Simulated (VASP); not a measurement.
# BP (F-43m) in VASP: notebook

BP is run at these levels: PBE; tasks: single point.

All numbers are computed with VASP 6.6.1; they aren't measurements. Logs are shortened: lines on timing, memory, paths and dates and some standing lists are left out, and cuts for length are marked.

**1. The cell of the first run**

It takes space group F-43m (No. 216, cubic). Conventional cell: a = 4.538 Å, b = 4.538 Å, c = 4.538 Å, α = 90.00°, β = 90.00°, γ = 90.00°. Within 2.6 Å of B (site symmetry -43m) lie 4 P at 1.97 Å. P (site symmetry -43m) has 4 B at 1.97 Å within 2.6 Å.

**2. Single point, PBE**

INCAR

```
SYSTEM = BP
PREC = Accurate
ENCUT = 520
EDIFF = 1E-7
ISMEAR = 0
SIGMA = 0.05
LREAL = .False.
LASPH = .True.
NELM = 100
ALGO = Normal
ISIF = 2
LWAVE = .False.
LCHARG = .False.
GGA = PE
NBANDS = 11
```

KPOINTS

```
Automatic mesh
0
Gamma
  12 12 12
  0 0 0
```

POSCAR

```
BP
1.0
    0.0000000000      2.2690012231      2.2690012231
    2.2690012231      0.0000000000      2.2690012231
    2.2690012231      2.2690012231      0.0000000000
B P
1 1
Direct
    0.0000000000      0.0000000000      0.0000000000
    0.7500000000      0.7500000000      0.7500000000
```

Potentials or basis: VASP PAW PBE potentials, release 64 (B, P).

Command:

```bash
> cat potpaw_PBE.64/B/POTCAR potpaw_PBE.64/P/POTCAR > POTCAR
> mpirun -np 1 vasp_std > vasp.out
```

OUTCAR:

```text
SYSTEM = BP
   PREC = Accurate
   ENCUT = 520
   EDIFF = 1E-7
   ISMEAR = 0
   LREAL = .False.
   LASPH = .True.
   NELM = 100
   ISIF = 2
   GGA = PE

 ion  position               nearest neighbor table
   1  0.000  0.000  0.000-   2 1.97   2 1.97   2 1.97   2 1.97
   2  0.750  0.750  0.750-   1 1.97   1 1.97   1 1.97   1 1.97

  LATTYP: Found a face centered cubic cell.
 ALAT       =     4.5380024462

  Lattice vectors:

 A1 = (   0.0000000000,   2.2690012231,   2.2690012231)
 A2 = (   2.2690012231,   0.0000000000,   2.2690012231)
 A3 = (   2.2690012231,   2.2690012231,   0.0000000000)

Analysis of symmetry for initial positions (statically):
=====================================================================
 Subroutine PRICEL returns:
 Original cell was already a primitive cell.

 Routine SETGRP: Setting up the symmetry group for a
 face centered cubic supercell.

 Subroutine GETGRP returns: Found 24 space group operations
 (whereof 24 operations were pure point group operations)
 out of a pool of 48 trial point group operations.

The static configuration has the point symmetry T_d .

Analysis of symmetry for dynamics (positions and initial velocities):
=====================================================================
 Subroutine PRICEL returns:
 Original cell was already a primitive cell.

 Routine SETGRP: Setting up the symmetry group for a
 face centered cubic supercell.

 Subroutine GETGRP returns: Found 24 space group operations
 (whereof 24 operations were pure point group operations)
 out of a pool of 48 trial point group operations.

The dynamic configuration has the point symmetry T_d .

 Subroutine INISYM returns: Found 24 space group operations
 (whereof 24 operations are pure point group operations),
 and found     1 'primitive' translations

----------------------------------------------------------------------------------------

                                     Primitive cell

  volume of cell :      23.3633

  direct lattice vectors                    reciprocal lattice vectors
     0.000000000  2.269001223  2.269001223    -0.220361274  0.220361274  0.220361274
     2.269001223  0.000000000  2.269001223     0.220361274 -0.220361274  0.220361274
     2.269001223  2.269001223  0.000000000     0.220361274  0.220361274 -0.220361274

  length of vectors
     3.208852303  3.208852303  3.208852303     0.381676922  0.381676922  0.381676922

  position of ions in fractional coordinates (direct lattice)
     0.000000000  0.000000000  0.000000000
     0.750000000  0.750000000  0.750000000

  ion indices of the primitive-cell ions
   primitive index   ion index
                 1           1
                 2           2

----------------------------------------------------------------------------------------

 KPOINTS: Automatic mesh

Automatic generation of k-mesh.
 Grid dimensions read from file:
 generate k-points for:   12   12   12

 Generating k-lattice:

  Cartesian coordinates                     Fractional coordinates (reciprocal lattice)
    -0.018363439  0.018363439  0.018363439     0.083333333  0.000000000  0.000000000
     0.018363439 -0.018363439  0.018363439     0.000000000  0.083333333  0.000000000
     0.018363439  0.018363439 -0.018363439     0.000000000  0.000000000  0.083333333

  Length of vectors
     0.031806410  0.031806410  0.031806410

  Shift w.r.t. Gamma in fractional coordinates (k-lattice)
     0.000000000  0.000000000  0.000000000

 Subroutine IBZKPT returns following result:
 ===========================================

 Found     72 irreducible k-points:

 Following reciprocal coordinates:
            Coordinates               Weight
  0.000000  0.000000  0.000000      1.000000
  0.083333  0.000000  0.000000      8.000000
  0.166667  0.000000  0.000000      8.000000
  0.250000  0.000000  0.000000      8.000000
  0.333333  0.000000  0.000000      8.000000
  0.416667  0.000000  0.000000      8.000000
[... 16 lines left out ...]
  0.500000  0.166667  0.000000     24.000000
 -0.416667  0.166667  0.000000     24.000000
 [... further k-points ...]
   k-points           NKPTS =     72   k-points in BZ     NKDIM =     72   number of bands    NBANDS=     11
   number of dos      NEDOS =    301   number of ions     NIONS =      2
   total plane-waves  NPLWV =  13824
   dimension x,y,z NGX =    24 NGY =   24 NGZ =   24
   dimension x,y,z NGXF=    48 NGYF=   48 NGZF=   48
   ions per type =               1   1
   NGX,Y,Z   is equivalent  to a cutoff of  12.43, 12.43, 12.43 a.u.
   NGXF,Y,Z  is equivalent  to a cutoff of  24.87, 24.87, 24.87 a.u.
 SYSTEM =  BP
   PREC   = accura    normal or accurate (medium, high low for compatibility)
   ISTART =      0    job   : 0-new  1-cont  2-samecut
   ICHARG =      2    charge: 1-file 2-atom 10-const
   ISPIN  =      1    spin polarized calculation?
   LNONCOLLINEAR =      F non collinear calculations
   LSORBIT =      F    spin-orbit coupling
   LASPH  =      T    aspherical Exc in radial PAW
   ENCUT  =  520.0 eV  38.22 Ry    6.18 a.u.   5.97  5.97  5.97*2*pi/ulx,y,z
   NELM   =    100;   NELMIN=  2; NELMDL= -5     # of ELM steps
   EDIFF  = 0.1E-06   stopping-criterion for ELM
   LREAL  =      F    real-space projection
   EDIFFG = 0.1E-05   stopping-criterion for IOM
   NSW    =      0    number of steps for IOM
   IBRION =     -1    ionic relax: 0-MD 1-quasi-New 2-CG
   NFREE  =      0    steps in history (QN), initial steepest desc. (CG)
   ISIF   =      2    stress and relaxation
   ISYM   =      2    0-nonsym 1-usesym 2-fastsym
   POTIM  = 0.5000    time-step for ionic-motion
   TEBEG  =    0.0;   TEEND  =   0.0 temperature during run
   PSTRESS=    0.0 pullay stress
   NELECT =       8.0000    total number of electrons
   NUPDOWN=      -1.0000    fix difference up-down
   EMIN   =  10.00;   EMAX   =-10.00  energy-range for DOS
   EFERMI =   0.00;   METHOD = LEGACY
   ISMEAR =     0;   SIGMA  =   0.05  broadening in eV -4-tet -1-fermi 0-gaus
   EFERMI_NEDOS =   21; number of points for ismear=-14 and -15
   IALGO  =     38    algorithm
   IMIX   =      4    mixing-type and parameters
     AMIX     =   0.40;   BMIX     =  1.00
     AMIX_MAG =   1.60;   BMIX_MAG =  1.00
  volume/ion in A,a.u.               =      11.68        78.83
  Fermi-wavevector in a.u.,A,eV,Ry     =   1.145320  2.164341 17.847543  1.311757
  Thomas-Fermi vector in A             =   2.282009
   LORBIT       =      0    0 simple, 1 ext, 2 COOP (PROOUT), +10 PAW based schemes
   GGA     = PE    functional components
   LHFCALC =     F    Hartree Fock is set to
   AEXX    =    0.0000 exact exchange contribution
   IVDW    =     0    specifies the selected vdW correction
   LEPSILON=     F    determine dielectric tensor
   LRPA    =     F    only Hartree local field effects (RPA)
 non-spin polarized calculation
 Gauss-broadening in eV      SIGMA  =   0.05
  energy-cutoff  :      520.00
  volume of cell :       23.36
 maximum number of plane-waves:       642
   NGX = 11   NGY = 11   NGZ = 11

 number of electron       8.0000000 magnetization

 Free energy of the ion-electron system (eV)
  ---------------------------------------------------
  ext. energy  EPLUGINS =         0.00000000
  ---------------------------------------------------
  free energy    TOTEN  =       -12.93075446 eV

  energy without entropy =      -12.93075446  energy(sigma->0) =      -12.93075446

 E-fermi :   7.6561     XC(G=0): -10.9073

 val. band max:        7.4326657804   @ k =   0.0000   0.0000   0.0000
 cond. band min:       8.6678847738   @ k =   0.4167   0.4167   0.0000
 fundamental gap:      1.2352189934
 Fermi energy:         7.6561048238

 k-point     1 :       0.0000    0.0000    0.0000
  band No.  band energies     occupation
      1      -8.0277      2.00000
      2       7.4327      2.00000
      3       7.4327      2.00000
      4       7.4327      2.00000
      5      10.8334      0.00000
      6      10.8334      0.00000
      7      10.8334      0.00000
      8      14.8069      0.00000
      9      18.9456      0.00000
     10      19.5614      0.00000
     11      19.5614      0.00000

 k-point     2 :       0.0833    0.0000    0.0000
  band No.  band energies     occupation
      1      -7.9025      2.00000
      2       6.4718      2.00000
      3       7.2188      2.00000
      4       7.2188      2.00000
      5      11.1292      0.00000
      6      11.1292      0.00000
      7      11.1865      0.00000
      8      15.1744      0.00000
      9      19.0362      0.00000
     10      19.0362      0.00000
     11      19.3523      0.00000

 k-point     3 :       0.1667    0.0000    0.0000
  band No.  band energies     occupation
      1      -7.5299      2.00000
      2       4.5960      2.00000
      3       6.7675      2.00000
      4       6.7675      2.00000
      5      11.4539      0.00000
      6      11.7387      0.00000
      7      11.7387      0.00000
      8      16.0938      0.00000
      9      18.3747      0.00000
     10      18.3747      0.00000
     11      20.1855      0.00000

 k-point     4 :       0.2500    0.0000    0.0000
  band No.  band energies     occupation
      1      -6.9222      2.00000
      2       2.5865      2.00000
      3       6.3154      2.00000
      4       6.3154      2.00000
      5      11.4349      0.00000
      6      12.1959      0.00000
      7      12.1959      0.00000
      8      17.0425      0.00000
      9      18.3963      0.00000
     10      18.3963      0.00000
     11      20.4771      0.00000
[... 239 lines left out ...]
 k-point    22 :       0.4167    0.1667    0.0000
  band No.  band energies     occupation
      1      -5.3905      2.00000
      2       0.4121      2.00000
      3       4.3291      2.00000
      4       4.7807      2.00000
      5      10.5865      0.00000
      6      13.8838      0.00000
      7      14.2218      0.00000
      8      14.7805      0.00000
      9      20.3855      0.00000
     10      22.0747      0.00000
     11      22.8334      0.00000

 k-point    23 :       0.5000    0.1667    0.0000
  band No.  band energies     occupation
      1      -4.5516      2.00000
      2      -0.9057      2.00000
      3       3.8496      2.00000
      4       4.8556      2.00000
      5      10.7260      0.00000
      6      13.7930      0.00000
      7      13.8861      0.00000
      8      16.3794      0.00000
      9      19.9961      0.00000
     10      22.0828      0.00000
     11      23.5769      0.00000

 k-point    24 :      -0.4167    0.1667    0.0000
  band No.  band energies     occupation
      1      -4.3766      2.00000
      2      -1.1438      2.00000
      3       3.5283      2.00000
      4       5.1175      2.00000
      5      10.9845      0.00000
      6      13.5543      0.00000
      7      13.7365      0.00000
      8      17.8386      0.00000
      9      19.3878      0.00000
     10      20.2427      0.00000
     11      23.5505      0.00000

 [... further k-points ...]

------------------------ aborting loop because EDIFF is reached ----------------------------------------

  FORCE on cell =-STRESS in cart. coord.  units (eV):
  Direction    XX          YY          ZZ          XY          YZ          ZX
  --------------------------------------------------------------------------------------
  -------------------------------------------------------------------------------------
  Total        0.1306427      0.1306427      0.1306427      0.0000000     -0.0000000     -0.0000000
  in kB        8.9590423      8.9590423      8.9590423      0.0000000     -0.0000000     -0.0000000
  external PRESSURE =       8.9590423 kB  Pullay stress =       0.0000000 kB

 VOLUME and BASIS-vectors are now :
 -----------------------------------------------------------------------------
  energy-cutoff  :      520.00
  volume of cell :       23.36
      direct lattice vectors                 reciprocal lattice vectors
     0.000000000  2.269001223  2.269001223    -0.220361274  0.220361274  0.220361274
     2.269001223  0.000000000  2.269001223     0.220361274 -0.220361274  0.220361274
     2.269001223  2.269001223  0.000000000     0.220361274  0.220361274 -0.220361274

 POSITION                                       TOTAL-FORCE (eV/Angst)
 -----------------------------------------------------------------------------------
      0.00000      0.00000      0.00000         0.000000      0.000000      0.000000
      3.40350      3.40350      3.40350        -0.000000     -0.000000     -0.000000
 -----------------------------------------------------------------------------------
    total drift:                               -0.000000     -0.000000     -0.000000

  FREE ENERGIE OF THE ION-ELECTRON SYSTEM (eV)
  ---------------------------------------------------
  free  energy   TOTEN  =       -12.9307544620 eV

  energy  without entropy=      -12.9307544620  energy(sigma->0) =      -12.93075446
```

Wall time 21 s (1 thread of AMD EPYC 7R13, shared host); peak memory 0.11 GiB.

What came out:

```yaml
Free_energy: -12.9308 eV
Pressure: 0.9 GPa
Band_gap_on_the_k_mesh: 1.24 eV, indirect (least direct gap 3.40 eV)
```

**3. Single point, PBE**

INCAR

```
ALGO = Normal
EDIFF = 1E-6
ENCUT = 520
GGA = PE
ISIF = 2
ISMEAR = 0
LASPH = T
LCHARG = F
LREAL = F
LWAVE = F
NBANDS = 11
NELM = 80
PREC = Accurate
SIGMA = 0.05
```

KPOINTS

```
k-points
0
Gamma
  12 12 12
```

POSCAR is that of step 2.

Potentials or basis: VASP PAW PBE potentials, release 64 (B, P).

Command:

```bash
> cat potpaw_PBE.64/B/POTCAR potpaw_PBE.64/P/POTCAR > POTCAR
> mpirun -np 1 vasp_std > vasp.out
```

Wall time 26 s (1 thread of AMD EPYC 7R13, shared host); peak memory 0.11 GiB.

Results (log left out):

```yaml
Free_energy: -12.9308 eV
Pressure: 0.9 GPa
Band_gap_on_the_k_mesh: 1.24 eV, indirect (least direct gap 3.40 eV)
```

Levels at points of the mesh, in eV from the valence-band top:
```tsv
k point	band 1	band 2	band 3	band 4	band 5	band 6	band 7	band 8
(0.00, 0.00, 0.00)	-15.46	0.00	0.00	0.00	3.40	3.40	3.40	7.37
(0.50, 0.00, 0.00)	-12.14	-9.03	-1.76	-1.76	3.78	4.71	4.71	10.13
(0.50, 0.50, 0.00)	-10.61	-8.58	-4.11	-4.11	1.33	1.66	12.12	12.12
```

A k mesh can miss the band edges. A hybrid or GW would open this gap; PBE tends to underestimate it.

**4. Single point, PBE**

INCAR

```
ALGO = Normal ; EDIFF = 1E-6
ENCUT = 500 ; GGA = PE
GGA_COMPAT = F ; ISIF = 2
ISMEAR = -4 ; LASPH = T
LCHARG = F ; LREAL = F
LWAVE = F ; NBANDS = 11
NELM = 120 ; PREC = Accurate
SIGMA = 0.1
```

KPOINTS is that of step 3.

POSCAR is that of step 3.

Command:

```bash
> cat potpaw_PBE.64/B/POTCAR potpaw_PBE.64/P/POTCAR > POTCAR
> mpirun -np 1 vasp_std > vasp.out
```

Run time: 23 s. Hardware: 1 thread of AMD EPYC 7R43 (Zen 3), shared host; peak memory 0.11 GiB.

Results (log left out):

- Free energy: -12.9304 eV
- Pressure: 0.9 GPa
- Band gap on the k mesh: 1.24 eV, indirect (least direct gap 3.40 eV)

Levels at points of the mesh, in eV from the valence-band top:
| k point | band 1 | band 2 | band 3 | band 4 | band 5 | band 6 | band 7 | band 8 |
| --- | --- | --- | --- | --- | --- | --- | --- | --- |
| (0.00, 0.00, 0.00) | -15.46 | 0.00 | 0.00 | 0.00 | 3.40 | 3.40 | 3.40 | 7.37 |
| (0.50, 0.00, 0.00) | -12.14 | -9.03 | -1.76 | -1.76 | 3.78 | 4.71 | 4.71 | 10.13 |
| (0.50, 0.50, 0.00) | -10.61 | -8.58 | -4.11 | -4.11 | 1.33 | 1.66 | 12.12 | 12.12 |

A k mesh can miss the band edges.
